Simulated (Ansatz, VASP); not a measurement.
## ZrC in VASP and in Ansatz

```
CELL_PARAMETERS angstrom
0.00000 2.35021 2.35021
2.35021 0.00000 2.35021
2.35021 2.35021 0.00000
ATOMIC_POSITIONS crystal
Zr 0.50000 0.50000 0.50000
C 0.00000 0.00000 0.00000
```

Alike in both runs: task single point; functional PBE; k mesh 4 × 4 × 4; occupations fermi-dirac, width 0.05 eV; no spin polarisation.

|  | VASP | Ansatz |
| --- | --- | --- |
| version | VASP 6.6.1 | Ansatz 0.2.0 |
| potentials or method | VASP PAW PBE potentials, release 64 (Zr_sv, C), cutoff 520 eV | all-electron LAPW, scalar-relativistic |

```tsv
	VASP	Ansatz	Ansatz less VASP
pressure (GPa)	0.6	0.4	-0.19
```

Ansatz ran all-electron here, and VASP with PAW potentials.

The k mesh is coarse, so the values compare programs but aren't converged.
